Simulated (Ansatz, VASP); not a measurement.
AlCo3 in VASP and in Ansatz

```
CELL_PARAMETERS angstrom
3.57495 0.00000 0.00000
0.00000 3.57495 0.00000
0.00000 0.00000 3.57495
ATOMIC_POSITIONS crystal
Al 0.00000 0.00000 0.00000
Co 0.50000 0.50000 0.00000
Co 0.50000 0.00000 0.50000
Co 0.00000 0.50000 0.50000
```

Alike in both runs: task single point; functional r2SCAN; k mesh 12 × 12 × 12; occupations gaussian, width 0.1 eV; collinear spin.

|  | VASP | Ansatz |
| --- | --- | --- |
| version | VASP 6.6.1 | Ansatz 0.2.0 |
| potentials or method | VASP PAW PBE potentials, release 64 (Al, Co), cutoff 520 eV | scalar-relativistic, plane waves, PAW |
| valence electrons in the cell | 30 | 54 |

|  | VASP | Ansatz | Ansatz less VASP |
| --- | --- | --- | --- |
| gap on the k mesh at the Fermi level (eV) | none | none | - |
| pressure (GPa) | 1.3 | 1.5 | +0.23 |
| net moment per atom (μB) | 1.12 | 1.13 | +0.010 |
| size of the moment on the site where the two differ most (μB) | 0.04 | 0.06 | +0.024 |

VASP's potentials were made for PBE, not for r2SCAN. Site moments also hang on the region over which each program counts them. A gap of «none» marks a metal or a gap that the smearing closes. VASP's potentials hold 30 valence electrons a cell and Ansatz's 54, so a difference there can come from the potentials and not from the codes. Ansatz's warnings: stability check not made.
